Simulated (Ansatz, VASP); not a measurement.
**Ba in VASP and in Ansatz**

```
Ba
1.0
    -2.42500    2.50000    2.50000
     2.42500   -2.50000    2.50000
     2.42500    2.50000   -2.50000
Ba
1
Direct
  0.00000 0.00000 0.00000
```

Change from the starting cell: strain -0.0300 x Voigt [1, 0, 0, 0, 0, 0], atoms carried along.

Alike in both runs: task single point; functional PBEsol; k mesh 14 × 14 × 14; occupations gaussian, width 0.15 eV; no spin polarisation.

```csv
,VASP,Ansatz
version,VASP 6.6.1,Ansatz 0.2.0
potentials or method,"VASP PAW PBE potentials, release 64 (Ba_sv), cutoff 520 eV","scalar-relativistic, plane waves, PAW"
valence electrons in the cell,10,10
```

```csv
,VASP,Ansatz,Ansatz less VASP
gap on the k mesh at the Fermi level (eV),none,none,-
pressure (GPa),-0.3,-0.4,-0.07
"traceless stress, the component that is largest in VASP (GPa)",0.11,0.11,-0.002
```

VASP's potentials were made for PBE, not for PBEsol. A gap of «none» marks a metal or a gap that the smearing closes.

Neither program's run includes spin-orbit coupling.
